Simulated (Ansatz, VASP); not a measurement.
# One calculation of NaCl, two programs

The input POSCAR:

```
NaCl
1.0
    3.4595458649      0.0285412534      0.0000000000
    0.0285412534      3.4595458649      0.0000000000
    0.0000000000      0.0000000000      3.4595458649
Na Cl
1 1
Direct
    0.0000000000      0.0000000000      0.0000000000
    0.5000000000      0.5000000000      0.5000000000
```

INCAR.step1

```
PREC = Accurate ; ENCUT = 520
EDIFF = 1E-5 ; ISMEAR = 0
SIGMA = 0.01 ; LREAL = F
LASPH = T ; NELM = 100
ALGO = Normal ; ISIF = 2
LWAVE = T ; LCHARG = F
GGA = PE ; NBANDS = 14
```

File INCAR.step2:

```
PREC = Accurate ; ENCUT = 520
EDIFF = 1E-7 ; ISMEAR = 0
SIGMA = 0.01 ; LREAL = F
LASPH = T ; NELM = 100
ALGO = Normal ; ISIF = 2
LWAVE = F ; LCHARG = F
GGA = PE ; LHFCALC = T
HFSCREEN = 0.2079 ; PRECFOCK = Normal
ISTART = 1 ; NBANDS = 14
```

The input KPOINTS:

```
Automatic mesh
0
Gamma
  6 6 6
```

Input for Ansatz:

```yaml
crystal:
  lattice:
    - [3.4595458649, 0.0285412534, 0.0]
    - [0.0285412534, 3.4595458649, 0.0]
    - [0.0, 0.0, 3.4595458649]
  atoms:
    - { symbol: Na, position: [0.0, 0.0, 0.0] }
    - { symbol: Cl, position: [0.5, 0.5, 0.5] }
kpoints:
  mp_grid: { grid: [6, 6, 6] }
  band_path:
    path: [[0.0, 0.0, 0.0], [0.0, 0.5, 0.0], [0.5, 0.5, 0.0], [0.5, 0.5, 0.5]]
    npoints: 1
hamiltonian:
  xc: hse06
scf:
  occupations: { method: fixed }
  n_extra_bands: 4
output:
  forces: true
  stress: true
  eigenvalues: true
```

Change from the starting cell: shear_xy strain +1.7%.

Alike in both runs: task single point; functional HSE06; k mesh 6 × 6 × 6; no spin polarisation.

```csv
,VASP,Ansatz
version,VASP 6.6.1,Ansatz 0.2.0
potentials or method,"VASP PAW PBE potentials, release 64 (Na_pv, Cl)","plane waves, PAW"
plane-wave cutoff (eV),520,420
occupations,"gaussian, width 0.01 eV",fixed
valence electrons in the cell,14,16
```

```tsv
	VASP	Ansatz	Ansatz less VASP
gap on the k mesh at the Fermi level (eV)	5.42	5.43	+0.009
pressure (GPa)	0.6	0.6	+0.01
```

VASP's potentials hold 14 valence electrons a cell and Ansatz's 16, so a difference there can come from the potentials and not from the codes. Ansatz's warnings: stress exchange threshold loose, stress scf threshold loose.
